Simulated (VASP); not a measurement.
# SrTiO3 (P4/mmm) in VASP: further runs

The runs below take SrTiO3 through single point, with PBE.

All numbers are computed with VASP 6.6.1; they aren't measurements. Logs are shortened: lines on timing, memory, paths and dates and some standing lists are left out, and cuts for length are marked.

### Step 1. The cell of the first run

It takes space group P4/mmm (No. 123, tetragonal). The conventional cell has a = 3.868 Å, b = 3.868 Å, c = 3.983 Å, α = 90.00°, β = 90.00°, γ = 90.00°. Sr (site symmetry 4/mmm) has 12 O at 2.73 to 2.78 Å and 8 Ti at 3.38 Å within 3.6 Å. Ti (site symmetry 4/mmm) has 6 O at 1.93 to 1.99 Å within 2.6 Å. Within 2.6 Å of O (site symmetry 4/mmm) lie 2 Ti at 1.99 Å. Within 2.6 Å of O (site symmetry mmm) lie 2 Ti at 1.93 Å.

### Step 2. Single point, PBE

The input, INCAR:

```
PREC = Accurate ; ENCUT = 520
EDIFF = 1E-6 ; ISMEAR = 0
SIGMA = 0.02 ; LREAL = False
LASPH = True ; NELM = 60
ALGO = Normal ; ISIF = 2
LWAVE = False ; LCHARG = False
GGA = PE ; NBANDS = 28
```

The input, KPOINTS:

```
Automatic mesh
0
Gamma
  7 7 7
```

The input, POSCAR:

```
SrTiO3
1.0
    3.8677060746      0.0000000000      0.0000000000
    0.0000000000      3.8677060746      0.0000000000
    0.0000000000      0.0000000000      3.9829368095
Sr Ti O
1 1 3
Direct
    0.0000000000      0.0000000000      0.0000000000
    0.5000000000      0.5000000000      0.5000000000
    0.5000000000      0.5000000000      0.0000000000
    0.0000000000      0.5000000000      0.5000000000
    0.5000000000      0.0000000000      0.5000000000
```

Potentials or basis: VASP PAW PBE potentials, release 64 (Sr_sv, Ti_sv, O).

Run with:

```bash
$ cat potpaw_PBE.64/Sr_sv/POTCAR potpaw_PBE.64/Ti_sv/POTCAR potpaw_PBE.64/O/POTCAR > POTCAR
$ mpirun -np 1 vasp_std > vasp.out
```

OUTCAR:

```text
PREC = Accurate
   ENCUT = 520
   EDIFF = 1E-6
   ISMEAR = 0
   LREAL = False
   LASPH = True
   NELM = 60
   ISIF = 2
   GGA = PE

 ion  position               nearest neighbor table
   1  0.000  0.000  0.000-   3 2.73   3 2.73   3 2.73   3 2.73   5 2.78   4 2.78   4 2.78   4 2.78
                             5 2.78   5 2.78   5 2.78   4 2.78   2 3.38   2 3.38   2 3.38   2 3.38
   2  0.500  0.500  0.500-   4 1.93   5 1.93   5 1.93   4 1.93   3 1.99   3 1.99   1 3.38   1 3.38
                             1 3.38   1 3.38   1 3.38   1 3.38   1 3.38   1 3.38
   3  0.500  0.500  0.000-   2 1.99   2 1.99   1 2.73   1 2.73   1 2.73   1 2.73
   4  0.000  0.500  0.500-   2 1.93   2 1.93   1 2.78   1 2.78   1 2.78   1 2.78
   5  0.500  0.000  0.500-   2 1.93   2 1.93   1 2.78   1 2.78   1 2.78   1 2.78

  LATTYP: Found a simple tetragonal cell.
 ALAT       =     3.8677060746
 C/A-ratio  =     1.0297930434

  Lattice vectors:

 A1 = (   3.8677060746,   0.0000000000,   0.0000000000)
 A2 = (   0.0000000000,   3.8677060746,   0.0000000000)
 A3 = (   0.0000000000,   0.0000000000,   3.9829368095)

Analysis of symmetry for initial positions (statically):
=====================================================================
 Subroutine PRICEL returns:
 Original cell was already a primitive cell.

 Routine SETGRP: Setting up the symmetry group for a
 simple tetragonal supercell.

 Subroutine GETGRP returns: Found 16 space group operations
 (whereof 16 operations were pure point group operations)
 out of a pool of 16 trial point group operations.

The static configuration has the point symmetry D_4h.

Analysis of symmetry for dynamics (positions and initial velocities):
=====================================================================
 Subroutine PRICEL returns:
 Original cell was already a primitive cell.

 Routine SETGRP: Setting up the symmetry group for a
 simple tetragonal supercell.

 Subroutine GETGRP returns: Found 16 space group operations
 (whereof 16 operations were pure point group operations)
 out of a pool of 16 trial point group operations.

The dynamic configuration has the point symmetry D_4h.

 Subroutine INISYM returns: Found 16 space group operations
 (whereof 16 operations are pure point group operations),
 and found     1 'primitive' translations

----------------------------------------------------------------------------------------

                                     Primitive cell

  volume of cell :      59.5814

  direct lattice vectors                    reciprocal lattice vectors
     3.867706075  0.000000000  0.000000000     0.258551188  0.000000000  0.000000000
     0.000000000  3.867706075  0.000000000     0.000000000  0.258551188  0.000000000
     0.000000000  0.000000000  3.982936809     0.000000000  0.000000000  0.251071018

  length of vectors
     3.867706075  3.867706075  3.982936809     0.258551188  0.258551188  0.251071018

  position of ions in fractional coordinates (direct lattice)
     0.000000000  0.000000000  0.000000000
     0.500000000  0.500000000  0.500000000
     0.500000000  0.500000000  0.000000000
     0.000000000  0.500000000  0.500000000
     0.500000000  0.000000000  0.500000000

  ion indices of the primitive-cell ions
   primitive index   ion index
                 1           1
                 2           2
                 3           3
                 4           4
                 5           5

----------------------------------------------------------------------------------------

 KPOINTS: Automatic mesh

Automatic generation of k-mesh.
 Grid dimensions read from file:
 generate k-points for:    7    7    7

 Generating k-lattice:

  Cartesian coordinates                     Fractional coordinates (reciprocal lattice)
     0.036935884  0.000000000  0.000000000     0.142857143  0.000000000  0.000000000
     0.000000000  0.036935884  0.000000000     0.000000000  0.142857143  0.000000000
     0.000000000  0.000000000  0.035867288     0.000000000  0.000000000  0.142857143

  Length of vectors
     0.036935884  0.036935884  0.035867288

  Shift w.r.t. Gamma in fractional coordinates (k-lattice)
     0.000000000  0.000000000  0.000000000

 Subroutine IBZKPT returns following result:
 ===========================================

 Found     40 irreducible k-points:

 Following reciprocal coordinates:
            Coordinates               Weight
  0.000000  0.000000  0.000000      1.000000
  0.142857  0.000000  0.000000      4.000000
  0.285714  0.000000  0.000000      4.000000
  0.428571  0.000000  0.000000      4.000000
  0.142857  0.142857  0.000000      4.000000
  0.285714  0.142857  0.000000      8.000000
[... 16 lines left out ...]
  0.285714  0.000000  0.285714      8.000000
  0.428571  0.000000  0.285714      8.000000
 [... further k-points ...]
   k-points           NKPTS =     40   k-points in BZ     NKDIM =     40   number of bands    NBANDS=     28
   number of dos      NEDOS =    301   number of ions     NIONS =      5
   total plane-waves  NPLWV =  27000
   dimension x,y,z NGX =    30 NGY =   30 NGZ =   30
   dimension x,y,z NGXF=    60 NGYF=   60 NGZF=   60
   ions per type =               1   1   3
   NGX,Y,Z   is equivalent  to a cutoff of  12.89, 12.89, 12.52 a.u.
   NGXF,Y,Z  is equivalent  to a cutoff of  25.79, 25.79, 25.04 a.u.
 SYSTEM =  unknown system
   PREC   = accura    normal or accurate (medium, high low for compatibility)
   ISTART =      0    job   : 0-new  1-cont  2-samecut
   ICHARG =      2    charge: 1-file 2-atom 10-const
   ISPIN  =      1    spin polarized calculation?
   LNONCOLLINEAR =      F non collinear calculations
   LSORBIT =      F    spin-orbit coupling
   LASPH  =      T    aspherical Exc in radial PAW
   ENCUT  =  520.0 eV  38.22 Ry    6.18 a.u.   7.19  7.19  7.41*2*pi/ulx,y,z
   NELM   =     60;   NELMIN=  2; NELMDL= -5     # of ELM steps
   EDIFF  = 0.1E-05   stopping-criterion for ELM
   LREAL  =      F    real-space projection
   EDIFFG = 0.1E-04   stopping-criterion for IOM
   NSW    =      0    number of steps for IOM
   IBRION =     -1    ionic relax: 0-MD 1-quasi-New 2-CG
   NFREE  =      0    steps in history (QN), initial steepest desc. (CG)
   ISIF   =      2    stress and relaxation
   ISYM   =      2    0-nonsym 1-usesym 2-fastsym
   POTIM  = 0.5000    time-step for ionic-motion
   TEBEG  =    0.0;   TEEND  =   0.0 temperature during run
   PSTRESS=    0.0 pullay stress
   NELECT =      40.0000    total number of electrons
   NUPDOWN=      -1.0000    fix difference up-down
   EMIN   =  10.00;   EMAX   =-10.00  energy-range for DOS
   EFERMI =   0.00;   METHOD = LEGACY
   ISMEAR =     0;   SIGMA  =   0.02  broadening in eV -4-tet -1-fermi 0-gaus
   EFERMI_NEDOS =   21; number of points for ismear=-14 and -15
   IALGO  =     38    algorithm
   IMIX   =      4    mixing-type and parameters
     AMIX     =   0.40;   BMIX     =  1.00
     AMIX_MAG =   1.60;   BMIX_MAG =  1.00
  volume/ion in A,a.u.               =      11.92        80.41
  Fermi-wavevector in a.u.,A,eV,Ry     =   1.433479  2.708883 27.958101  2.054862
  Thomas-Fermi vector in A             =   2.552993
   LORBIT       =      0    0 simple, 1 ext, 2 COOP (PROOUT), +10 PAW based schemes
   GGA     = PE    functional components
   LHFCALC =     F    Hartree Fock is set to
   AEXX    =    0.0000 exact exchange contribution
   IVDW    =     0    specifies the selected vdW correction
   LEPSILON=     F    determine dielectric tensor
   LRPA    =     F    only Hartree local field effects (RPA)
 non-spin polarized calculation
 Gauss-broadening in eV      SIGMA  =   0.02
  energy-cutoff  :      520.00
  volume of cell :       59.58
 maximum number of plane-waves:      1614
 NGX is ok and might be reduce to    30
   NGX = 15   NGY = 15   NGZ = 15

 number of electron      40.0000007 magnetization

 Free energy of the ion-electron system (eV)
  ---------------------------------------------------
  ext. energy  EPLUGINS =         0.00000000
  ---------------------------------------------------
  free energy    TOTEN  =       -40.05230318 eV

  energy without entropy =      -40.05230318  energy(sigma->0) =      -40.05230318

 E-fermi :   4.3590     XC(G=0): -11.2676

 val. band max:        4.1045771043   @ k =   0.4286   0.4286   0.4286
 cond. band min:       6.0001804217   @ k =   0.0000   0.0000   0.0000
 fundamental gap:      1.8956033174
 Fermi energy:         4.3589521937

 k-point     1 :       0.0000    0.0000    0.0000
  band No.  band energies     occupation
      1     -52.3037      2.00000
      2     -28.6286      2.00000
      3     -28.5577      2.00000
      4     -28.5577      2.00000
      5     -28.5375      2.00000
      6     -13.2818      2.00000
[... 20 lines left out ...]
     27       9.6950      0.00000
     28      10.3823      0.00000

 k-point     2 :       0.1429    0.0000    0.0000
  band No.  band energies     occupation
      1     -52.3033      2.00000
      2     -28.6535      2.00000
      3     -28.5571      2.00000
      4     -28.5431      2.00000
      5     -28.5369      2.00000
      6     -13.2765      2.00000
[... 20 lines left out ...]
     27      10.0591      0.00000
     28      10.8778      0.00000

 k-point     3 :       0.2857    0.0000    0.0000
  band No.  band energies     occupation
      1     -52.3026      2.00000
      2     -28.6977      2.00000
      3     -28.5557      2.00000
      4     -28.5354      2.00000
      5     -28.5217      2.00000
      6     -13.3489      2.00000
[... 20 lines left out ...]
     27      10.8836      0.00000
     28      12.1840      0.00000

 k-point     4 :       0.4286    0.0000    0.0000
  band No.  band energies     occupation
      1     -52.3020      2.00000
      2     -28.7291      2.00000
      3     -28.5547      2.00000
      4     -28.5343      2.00000
      5     -28.5083      2.00000
      6     -13.4531      2.00000
[... 20 lines left out ...]
     27      11.5854      0.00000
     28      12.1638      0.00000

 k-point     5 :       0.1429    0.1429    0.0000
  band No.  band energies     occupation
      1     -52.3030      2.00000
      2     -28.6623      2.00000
      3     -28.5724      2.00000
      4     -28.5362      2.00000
      5     -28.5289      2.00000
      6     -13.2436      2.00000
[... 20 lines left out ...]
     27      10.3639      0.00000
     28      11.2196      0.00000

 k-point     6 :       0.2857    0.1429    0.0000
  band No.  band energies     occupation
      1     -52.3023      2.00000
      2     -28.6907      2.00000
      3     -28.5764      2.00000
      4     -28.5348      2.00000
      5     -28.5186      2.00000
      6     -13.2581      2.00000
[... 463 lines left out ...]
      5     -28.5018      2.00000
      6     -13.4258      2.00000
[... 20 lines left out ...]
     27      10.7091      0.00000
     28      12.0650      0.00000

 k-point    22 :       0.1429    0.0000    0.2857
  band No.  band energies     occupation
      1     -52.3027      2.00000
      2     -28.6802      2.00000
      3     -28.5717      2.00000
      4     -28.5558      2.00000
      5     -28.5029      2.00000
      6     -13.3398      2.00000
[... 20 lines left out ...]
     27      11.0585      0.00000
     28      12.0777      0.00000

 k-point    23 :       0.2857    0.0000    0.2857
  band No.  band energies     occupation
      1     -52.3019      2.00000
      2     -28.6753      2.00000
      3     -28.5890      2.00000
      4     -28.5544      2.00000
      5     -28.5137      2.00000
      6     -13.1758      2.00000
[... 20 lines left out ...]
     27      11.9326      0.00000
     28      12.3126      0.00000

 k-point    24 :       0.4286    0.0000    0.2857
  band No.  band energies     occupation
      1     -52.3013      2.00000
      2     -28.6860      2.00000
      3     -28.5754      2.00000
      4     -28.5533      2.00000
      5     -28.5350      2.00000
      6     -13.1098      2.00000
[... 20 lines left out ...]
     27      12.4655      0.00000
     28      12.7561      0.00000

 [... further k-points ...]

------------------------ aborting loop because EDIFF is reached ----------------------------------------

  FORCE on cell =-STRESS in cart. coord.  units (eV):
  Direction    XX          YY          ZZ          XY          YZ          ZX
  --------------------------------------------------------------------------------------
  -------------------------------------------------------------------------------------
  Total        2.7731768      2.7731768      0.2197144      0.0000000     -0.0000000      0.0000000
  in kB       74.5723440     74.5723440      5.9082490      0.0000000     -0.0000000      0.0000000
  external PRESSURE =      51.6843123 kB  Pullay stress =       0.0000000 kB

 VOLUME and BASIS-vectors are now :
 -----------------------------------------------------------------------------
  energy-cutoff  :      520.00
  volume of cell :       59.58
      direct lattice vectors                 reciprocal lattice vectors
     3.867706075  0.000000000  0.000000000     0.258551188  0.000000000  0.000000000
     0.000000000  3.867706075  0.000000000     0.000000000  0.258551188  0.000000000
     0.000000000  0.000000000  3.982936809     0.000000000  0.000000000  0.251071018

 POSITION                                       TOTAL-FORCE (eV/Angst)
 -----------------------------------------------------------------------------------
      0.00000      0.00000      0.00000         0.000000      0.000000      0.000000
      1.93385      1.93385      1.99147         0.000000      0.000000      0.000000
      1.93385      1.93385      0.00000         0.000000      0.000000      0.000000
      0.00000      1.93385      1.99147         0.000000      0.000000      0.000000
      1.93385      0.00000      1.99147         0.000000      0.000000      0.000000
 -----------------------------------------------------------------------------------
    total drift:                                0.000000      0.000000     -0.000000

  FREE ENERGIE OF THE ION-ELECTRON SYSTEM (eV)
  ---------------------------------------------------
  free  energy   TOTEN  =       -40.0523031769 eV

  energy  without entropy=      -40.0523031769  energy(sigma->0) =      -40.05230318
```

It took 76 s on 1 thread of Intel Xeon Platinum 8259CL at 2.50GHz (Skylake/Cascade Lake), shared host; peak memory 0.21 GiB.

What came out:

```
Free energy            : -40.0523 eV
Pressure               : 5.2 GPa
Band gap on the k mesh : 1.90 eV (least direct gap 2.19 eV)
```

Caveat: the stress differs along the axes, from 1 to 7 GPa. A k mesh can miss the band edges.

(Part 1 of 2 ends here.)
